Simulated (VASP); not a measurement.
Crystal: PbO2.

```
Pb O
1.0
     0.00000    2.58313    2.58313
     2.58313    0.00000    2.58313
     2.58313    2.58313    0.00000
Pb O
1 2
Cartesian
  0.0000 0.0000 0.0000
  1.2916 1.2916 1.2916
  3.8747 3.8747 3.8747
```

* Program: VASP 6.6.1
* Task: relaxation of cell and atoms
* Functional: PBE
* Potentials or basis: VASP PAW PBE potentials, release 64 (Pb_d, O)
* Cutoff: 600 eV
* k mesh: 8 × 8 × 8
* Occupations: fermi-dirac, width 0.02 eV
* Spin: no spin polarisation

At the start: pressure 25.7 GPa; volume 11.49 Å³/atom.

Problem. Where does the relaxation end?

Solution. Over 3 steps the energy falls by 118.9 meV/atom and the volume is 13.22 Å³/atom (+15.1 %); space group Fm-3m (No. 225, to 0.05 Å).

The path:
| step | energy change (eV) | largest force (eV/Å) | pressure (GPa) | volume (Å³) |
| --- | --- | --- | --- | --- |
| 1 | 0.0000 | 0.0000 | 25.66 | 34.47 |
| 2 | -0.1629 | 0.0000 | -11.47 | 44.49 |
| 3 | -0.3567 | 0.0000 | -0.04 | 39.66 |

Final structure:
```cif
data_structure
_symmetry_space_group_name_H-M 'P 1'
_symmetry_Int_Tables_number 1
_cell_length_a 3.8279
_cell_length_b 3.8279
_cell_length_c 3.8279
_cell_angle_alpha 60.000
_cell_angle_beta 60.000
_cell_angle_gamma 60.000
_cell_volume 39.66
loop_
_atom_site_label
_atom_site_type_symbol
_atom_site_fract_x
_atom_site_fract_y
_atom_site_fract_z
_atom_site_occupancy
Pb1 Pb 0.00000 0.00000 0.00000 1
O1 O 0.25000 0.25000 0.25000 1
O2 O 0.75000 0.75000 0.75000 1
```

Caveat: the volume moved by over 15 % at a fixed basis, so the end points are rough.
